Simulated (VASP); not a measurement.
# Rb (Fm-3m) in VASP: a series of runs

Runs on Rb. Level: r2SCAN. Tasks: single point.

All numbers are computed with VASP 6.6.1; they aren't measurements. Logs are shortened: lines on timing, memory, paths and dates and some standing lists are left out, and cuts for length are marked.

**1. The cell of the first run**

Symmetry: Fm-3m, No. 225, cubic system. Conventional cell: a = 7.160 Å, b = 7.160 Å, c = 7.160 Å, α = 90.00°, β = 90.00°, γ = 90.00°.

This isn't the form of Rb at room conditions, which is bcc.

**2. Single point, r2SCAN (91.78 Å³/atom)**

POSCAR reads:

```
Rb
1.0
    0.0000000000      3.5801547364      3.5801547364
    3.5801547364      0.0000000000      3.5801547364
    3.5801547364      3.5801547364      0.0000000000
Rb
1
Direct
    0.0000000000      0.0000000000      0.0000000000
```

INCAR.step1 reads:

```
SYSTEM = Rb
  ALGO = Normal
  EDIFF = 1E-5
  ENCUT = 550
  GGA = PE
  GGA_COMPAT = .FALSE.
  ISMEAR = -1
  LASPH = .TRUE.
  LCHARG = .FALSE.
  LREAL = .FALSE.
  LWAVE = .TRUE.
  NBANDS = 10
  NELM = 120
  PREC = Accurate
  SIGMA = 0.1
```

INCAR.step2 reads:

```
SYSTEM = Rb
  ALGO = Normal
  EDIFF = 1E-6
  ENCUT = 550
  GGA_COMPAT = .FALSE.
  ISIF = 2
  ISMEAR = -1
  ISTART = 1
  LASPH = .TRUE.
  LCHARG = .TRUE.
  LELF = .TRUE.
  LMIXTAU = .TRUE.
  LREAL = .FALSE.
  LVHAR = .TRUE.
  LWAVE = .FALSE.
  METAGGA = R2SCAN
  NBANDS = 10
  NELM = 120
  PREC = Accurate
  SIGMA = 0.1
```

KPOINTS reads:

```
k-points
0
G
  9 9 9
  0 0 0
```

Potentials or basis: VASP PAW PBE potentials, release 64 (Rb_sv).

Launch:

```bash
cat potpaw_PBE.64/Rb_sv/POTCAR > POTCAR
cp INCAR.step1 INCAR
mpirun -np 1 vasp_std > vasp.out
cp INCAR.step2 INCAR
mpirun -np 1 vasp_std > vasp.out
```

OUTCAR:

```text
SYSTEM = Rb
   EDIFF = 1E-6
   ENCUT = 550
   ISIF = 2
   ISMEAR = -1
   ISTART = 1
   LASPH = .TRUE.
   LREAL = .FALSE.
   METAGGA = R2SCAN
   NELM = 120
   PREC = Accurate

 ion  position               nearest neighbor table
   1  0.000  0.000  0.000-

  LATTYP: Found a face centered cubic cell.
 ALAT       =     7.1603094728

  Lattice vectors:

 A1 = (   0.0000000000,   3.5801547364,   3.5801547364)
 A2 = (   3.5801547364,   0.0000000000,   3.5801547364)
 A3 = (   3.5801547364,   3.5801547364,   0.0000000000)

Analysis of symmetry for initial positions (statically):
=====================================================================
 Subroutine PRICEL returns:
 Original cell was already a primitive cell.

 Routine SETGRP: Setting up the symmetry group for a
 face centered cubic supercell.

 Subroutine GETGRP returns: Found 48 space group operations
 (whereof 48 operations were pure point group operations)
 out of a pool of 48 trial point group operations.

The static configuration has the point symmetry O_h .

Analysis of symmetry for dynamics (positions and initial velocities):
=====================================================================
 Subroutine PRICEL returns:
 Original cell was already a primitive cell.

 Routine SETGRP: Setting up the symmetry group for a
 face centered cubic supercell.

 Subroutine GETGRP returns: Found 48 space group operations
 (whereof 48 operations were pure point group operations)
 out of a pool of 48 trial point group operations.

The dynamic configuration has the point symmetry O_h .

 Subroutine INISYM returns: Found 48 space group operations
 (whereof 48 operations are pure point group operations),
 and found     1 'primitive' translations

----------------------------------------------------------------------------------------

                                     Primitive cell

  volume of cell :      91.7773

  direct lattice vectors                    reciprocal lattice vectors
     0.000000000  3.580154736  3.580154736    -0.139658768  0.139658768  0.139658768
     3.580154736  0.000000000  3.580154736     0.139658768 -0.139658768  0.139658768
     3.580154736  3.580154736  0.000000000     0.139658768  0.139658768 -0.139658768

  length of vectors
     5.063103384  5.063103384  5.063103384     0.241896082  0.241896082  0.241896082

  position of ions in fractional coordinates (direct lattice)
     0.000000000  0.000000000  0.000000000

  ion indices of the primitive-cell ions
   primitive index   ion index
                 1           1

----------------------------------------------------------------------------------------

 KPOINTS: k-points

Automatic generation of k-mesh.
 Grid dimensions read from file:
 generate k-points for:    9    9    9

 Generating k-lattice:

  Cartesian coordinates                     Fractional coordinates (reciprocal lattice)
    -0.015517641  0.015517641  0.015517641     0.111111111  0.000000000  0.000000000
     0.015517641 -0.015517641  0.015517641     0.000000000  0.111111111  0.000000000
     0.015517641  0.015517641 -0.015517641     0.000000000  0.000000000  0.111111111

  Length of vectors
     0.026877342  0.026877342  0.026877342

  Shift w.r.t. Gamma in fractional coordinates (k-lattice)
     0.000000000  0.000000000  0.000000000

 Subroutine IBZKPT returns following result:
 ===========================================

 Found     35 irreducible k-points:

 Following reciprocal coordinates:
            Coordinates               Weight
  0.000000  0.000000  0.000000      1.000000
  0.111111  0.000000  0.000000      8.000000
  0.222222  0.000000  0.000000      8.000000
  0.333333  0.000000  0.000000      8.000000
  0.444444  0.000000  0.000000      8.000000
  0.111111  0.111111  0.000000      6.000000
[... 16 lines left out ...]
 -0.333333  0.333333  0.000000     12.000000
  0.444444  0.444444  0.000000      6.000000
 [... further k-points ...]
   k-points           NKPTS =     35   k-points in BZ     NKDIM =     35   number of bands    NBANDS=     10
   number of dos      NEDOS =    301   number of ions     NIONS =      1
   total plane-waves  NPLWV =  64000
   dimension x,y,z NGX =    40 NGY =   40 NGZ =   40
   dimension x,y,z NGXF=    80 NGYF=   80 NGZF=   80
   ions per type =               1
   NGX,Y,Z   is equivalent  to a cutoff of  13.13, 13.13, 13.13 a.u.
   NGXF,Y,Z  is equivalent  to a cutoff of  26.27, 26.27, 26.27 a.u.
 SYSTEM =  Rb
   PREC   = accura    normal or accurate (medium, high low for compatibility)
   ISTART =      1    job   : 0-new  1-cont  2-samecut
   ICHARG =      0    charge: 1-file 2-atom 10-const
   ISPIN  =      1    spin polarized calculation?
   LNONCOLLINEAR =      F non collinear calculations
   LSORBIT =      F    spin-orbit coupling
   LASPH  =      T    aspherical Exc in radial PAW
   ENCUT  =  550.0 eV  40.42 Ry    6.36 a.u.   9.68  9.68  9.68*2*pi/ulx,y,z
   NELM   =    120;   NELMIN=  2; NELMDL=  0     # of ELM steps
   EDIFF  = 0.1E-05   stopping-criterion for ELM
   LREAL  =      F    real-space projection
   EDIFFG = 0.1E-04   stopping-criterion for IOM
   NSW    =      0    number of steps for IOM
   IBRION =     -1    ionic relax: 0-MD 1-quasi-New 2-CG
   NFREE  =      0    steps in history (QN), initial steepest desc. (CG)
   ISIF   =      2    stress and relaxation
   ISYM   =      2    0-nonsym 1-usesym 2-fastsym
   POTIM  = 0.5000    time-step for ionic-motion
   TEBEG  =    0.0;   TEEND  =   0.0 temperature during run
   PSTRESS=    0.0 pullay stress
   NELECT =       9.0000    total number of electrons
   NUPDOWN=      -1.0000    fix difference up-down
   EMIN   =  10.00;   EMAX   =-10.00  energy-range for DOS
   EFERMI =   0.00;   METHOD = LEGACY
   ISMEAR =    -1;   SIGMA  =   0.10  broadening in eV -4-tet -1-fermi 0-gaus
   EFERMI_NEDOS =   21; number of points for ismear=-14 and -15
   IALGO  =     38    algorithm
   IMIX   =      4    mixing-type and parameters
     AMIX     =   0.40;   BMIX     =  1.00
     AMIX_MAG =   1.60;   BMIX_MAG =  1.00
  volume/ion in A,a.u.               =      91.78       619.34
  Fermi-wavevector in a.u.,A,eV,Ry     =   0.754937  1.426624  7.754361  0.569929
  Thomas-Fermi vector in A             =   1.852717
   LORBIT       =      0    0 simple, 1 ext, 2 COOP (PROOUT), +10 PAW based schemes
   METAGGA = R2SCAN    functional components
   LHFCALC =     F    Hartree Fock is set to
   AEXX    =    0.0000 exact exchange contribution
   IVDW    =     0    specifies the selected vdW correction
   LEPSILON=     F    determine dielectric tensor
   LRPA    =     F    only Hartree local field effects (RPA)
 non-spin polarized calculation
  energy-cutoff  :      550.00
  volume of cell :       91.78
 maximum number of plane-waves:      2733
   NGX = 19   NGY = 19   NGZ = 19

 number of electron       9.0000000 magnetization

 Free energy of the ion-electron system (eV)
  ---------------------------------------------------
  ext. energy  EPLUGINS =         0.00000000
  ---------------------------------------------------
  free energy    TOTEN  =       -13.93073410 eV

  energy without entropy =      -13.90332360  energy(sigma->0) =      -13.91702885

 E-fermi :   0.0733     XC(G=0):  -5.7063

 val. band max:       -0.0115506537   @ k =   0.4444   0.0000   0.0000
 cond. band min:       0.1014830475   @ k =   0.4444   0.3333   0.0000
 fundamental gap:      0.1130337012
 Fermi energy:         0.0733400461

 k-point     1 :       0.0000    0.0000    0.0000
  band No.  band energies     occupation
      1     -30.0265      2.00000
      2     -13.5171      2.00000
      3     -13.5171      2.00000
      4     -13.5171      2.00000
      5      -2.0349      2.00000
      6       4.0509      0.00000
      7       4.0509      0.00000
      8       4.0509      0.00000
      9       5.4998      0.00000
     10       5.4998      0.00000

 k-point     2 :       0.1111    0.0000    0.0000
  band No.  band energies     occupation
      1     -30.0260      2.00000
      2     -13.5285      2.00000
      3     -13.5186      2.00000
      4     -13.5186      2.00000
      5      -1.8901      2.00000
      6       3.6126      0.00000
      7       4.1077      0.00000
      8       4.1077      0.00000
      9       5.3271      0.00000
     10       5.3271      0.00000

 k-point     3 :       0.2222    0.0000    0.0000
  band No.  band energies     occupation
      1     -30.0248      2.00000
      2     -13.5570      2.00000
      3     -13.5223      2.00000
      4     -13.5223      2.00000
      5      -1.4702      2.00000
      6       2.7808      0.00000
      7       4.1322      0.00000
      8       4.1322      0.00000
      9       5.2361      0.00000
     10       5.2361      0.00000

 k-point     4 :       0.3333    0.0000    0.0000
  band No.  band energies     occupation
      1     -30.0235      2.00000
      2     -13.5889      2.00000
      3     -13.5266      2.00000
      4     -13.5266      2.00000
      5      -0.8185      1.99973
      6       1.8724      0.00000
      7       3.9657      0.00000
      8       3.9657      0.00000
      9       5.6381      0.00000
     10       5.6381      0.00000
[... 222 lines left out ...]
 k-point    22 :      -0.4444    0.3333    0.0000
  band No.  band energies     occupation
      1     -30.0214      2.00000
      2     -13.5945      2.00000
      3     -13.5647      2.00000
      4     -13.5446      2.00000
      5       0.7855      0.00161
      6       1.5260      0.00000
      7       1.9520      0.00000
      8       4.3367      0.00000
      9       4.4304      0.00000
     10       6.4138      0.00000

 k-point    23 :      -0.3333    0.3333    0.0000
  band No.  band energies     occupation
      1     -30.0215      2.00000
      2     -13.5808      2.00000
      3     -13.5801      2.00000
      4     -13.5394      2.00000
      5       0.8085      0.00128
      6       1.6464      0.00000
      7       1.6867      0.00000
      8       4.2764      0.00000
      9       4.6068      0.00000
     10       5.8953      0.00000

 k-point    24 :       0.4444    0.4444    0.0000
  band No.  band energies     occupation
      1     -30.0213      2.00000
      2     -13.6037      2.00000
      3     -13.5502      2.00000
      4     -13.5502      2.00000
      5       0.4841      0.03237
      6       1.7213      0.00000
      7       2.0850      0.00000
      8       4.8317      0.00000
      9       4.8317      0.00000
     10       5.8682      0.00000

 [... further k-points ...]

------------------------ aborting loop because EDIFF is reached ----------------------------------------

  FORCE on cell =-STRESS in cart. coord.  units (eV):
  Direction    XX          YY          ZZ          XY          YZ          ZX
  --------------------------------------------------------------------------------------
  -------------------------------------------------------------------------------------
  Total        0.0694545      0.0694545      0.0694545      0.0000000      0.0000000      0.0000000
  in kB        1.2124831      1.2124831      1.2124831      0.0000000      0.0000000      0.0000000
  external PRESSURE =       1.2124831 kB  Pullay stress =       0.0000000 kB

 VOLUME and BASIS-vectors are now :
 -----------------------------------------------------------------------------
  energy-cutoff  :      550.00
  volume of cell :       91.78
      direct lattice vectors                 reciprocal lattice vectors
     0.000000000  3.580154736  3.580154736    -0.139658768  0.139658768  0.139658768
     3.580154736  0.000000000  3.580154736     0.139658768 -0.139658768  0.139658768
     3.580154736  3.580154736  0.000000000     0.139658768  0.139658768 -0.139658768

 POSITION                                       TOTAL-FORCE (eV/Angst)
 -----------------------------------------------------------------------------------
      0.00000      0.00000      0.00000         0.000000     -0.000000      0.000000
 -----------------------------------------------------------------------------------
    total drift:                               -0.000000     -0.000000     -0.000000

  FREE ENERGIE OF THE ION-ELECTRON SYSTEM (eV)
  ---------------------------------------------------
  free  energy   TOTEN  =       -13.9307341006 eV

  energy  without entropy=      -13.9033235971  energy(sigma->0) =      -13.91702885
```

Run time: 2.2 min. Hardware: 1 thread of Intel Xeon Platinum 8375C at 2.90GHz (Ice Lake), shared host; peak memory 0.25 GiB.

Results:

```yaml
Free_energy: -13.9307 eV
Pressure: 0.1 GPa
Band_gap_on_the_k_mesh: zero (an odd number of electrons rules out a gap without spin polarisation)
```

Levels at points of the mesh, in eV from the Fermi level:
```
           k point  band 1  band 2  band 3  band 4  band 5  band 6  band 7  band 8  band 9  band 10
(0.00, 0.00, 0.00)  -30.10  -13.59  -13.59  -13.59   -2.11    3.98    3.98    3.98    5.43     5.43
```

Caveat: the PAW data sets were made with another functional, which shifts forces and pressure a little.

**3. Single point, r2SCAN (95.60 Å³/atom)**

This run uses another cell than the first one, of 95.60 Å³/atom.

POSCAR reads:

```
Rb
1.0
    0.0000000000      3.6292040471      3.6292040471
    3.6292040471      0.0000000000      3.6292040471
    3.6292040471      3.6292040471      0.0000000000
Rb
1
Direct
    0.0000000000      0.0000000000      0.0000000000
```

INCAR.step1 reads:

```
  PREC = Accurate
  ENCUT = 550
  ISMEAR = -1
  SIGMA = 0.1
  LREAL = False
  LASPH = True
  NELM = 120
  NBANDS = 10
  GGA = PE
  ALGO = Normal
  EDIFF = 1E-5
  LWAVE = True
  LCHARG = False
  GGA_COMPAT = False
```

INCAR.step2 reads:

```
  PREC = Accurate
  ENCUT = 550
  EDIFF = 1E-6
  ISMEAR = -1
  SIGMA = 0.1
  LREAL = False
  LASPH = True
  NELM = 120
  ALGO = Normal
  ISIF = 2
  LWAVE = False
  LCHARG = False
  METAGGA = R2SCAN
  LMIXTAU = True
  NBANDS = 10
  ISTART = 1
  GGA_COMPAT = False
```

KPOINTS reads:

```
regular mesh
0
Gamma
  9 9 9
```

Potentials or basis: VASP PAW PBE potentials, release 64 (Rb_sv).

Launch:

```bash
cat potpaw_PBE.64/Rb_sv/POTCAR > POTCAR
cp INCAR.step1 INCAR
mpirun -np 1 vasp_std > vasp.out
cp INCAR.step2 INCAR
mpirun -np 1 vasp_std > vasp.out
```

Wall time 2.2 min (1 thread of Intel Xeon Platinum 8375C at 2.90GHz (Ice Lake), shared host); peak memory 0.26 GiB.

The run converged. Its results:

| Item | Value |
| --- | --- |
| Free energy | -13.9321 eV |
| Pressure | 0.0 GPa |
| Band gap on the k mesh | zero (an odd number of electrons rules out a gap without spin polarisation) |

Levels at points of the mesh, in eV from the Fermi level:
```
           k point  band 3  band 4  band 5  band 6  band 7  band 8
(0.00, 0.00, 0.00)  -13.61  -13.61   -2.05    3.94    3.94    3.94
```

Caveat: the PAW data sets were made with another functional, which shifts forces and pressure a little.

**4. Single point, r2SCAN (99.43 Å³/atom)**

This run uses another cell than the first one, of 99.43 Å³/atom.

POSCAR reads:

```
Rb
1.0
    0.0000000000      3.6769622087      3.6769622087
    3.6769622087      0.0000000000      3.6769622087
    3.6769622087      3.6769622087      0.0000000000
Rb
1
Direct
    0.0000000000      0.0000000000      0.0000000000
```

INCAR.step1 is that of step 3.

INCAR.step2 is that of step 3.

KPOINTS reads:

```
Automatic mesh
0
Gamma
  9 9 9
```

Launch:

```bash
cat potpaw_PBE.64/Rb_sv/POTCAR > POTCAR
cp INCAR.step1 INCAR
mpirun -np 1 vasp_std > vasp.out
cp INCAR.step2 INCAR
mpirun -np 1 vasp_std > vasp.out
```

It took 2.2 min on 1 thread of Intel Xeon Platinum 8375C at 2.90GHz (Ice Lake), shared host; peak memory 0.26 GiB.

Results (log left out):

```
Free energy            : -13.9310 eV
Pressure               : -0.1 GPa
Band gap on the k mesh : zero (an odd number of electrons rules out a gap without spin polarisation)
```

Levels at points of the mesh, in eV from the Fermi level:
```csv
k point,band 1,band 2,band 3,band 4,band 5,band 6,band 7,band 8,band 9,band 10
"(0.00, 0.00, 0.00)",-30.14,-13.64,-13.64,-13.64,-2.00,3.91,3.91,3.91,5.29,5.29
```

Caveat: the PAW data sets were made with another functional, which shifts forces and pressure a little.

(Continued in part 2 of 2.)

The gap in the log of VASP goes by the Fermi energy; the results here count the filled bands.